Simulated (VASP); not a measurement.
Here is a VASP 6.6.1 calculation.

Contents of INCAR:

```
ALGO = Normal ; EDIFF = 1E-6
ENCUT = 500 ; GGA = CA
GGA_COMPAT = False ; ISIF = 2
ISMEAR = -1 ; LASPH = True
LCHARG = False ; LREAL = False
LWAVE = False ; NBANDS = 16
NELM = 120 ; PREC = Accurate
SIGMA = 0.05
```

File KPOINTS:

```
k-points
0
Gamma
  12 12 12
```

The input POSCAR:

```
ZnS
1.0
    0.0000000000      2.4585552654      2.4585552654
    2.4585552654      0.0000000000      2.4585552654
    2.4585552654      2.4585552654      0.0000000000
Zn S
1 1
Direct
    0.0000000000      0.0000000000      0.0000000000
    0.2500000000      0.2500000000      0.2500000000
```

Potentials or basis: VASP PAW LDA potentials, release 64 (Zn, S).

The run is started by

```console
$ cat potpaw_LDA.64/Zn/POTCAR potpaw_LDA.64/S/POTCAR > POTCAR
$ mpirun -np 1 vasp_std > vasp.out
```

(1) Predict the pressure.

(2) Predict the band gap on the k mesh.

Results:

(1) 32.2 GPa.

(2) 2.45 eV (least direct gap 3.24 eV).

Caveat: the cell stands under pressure.
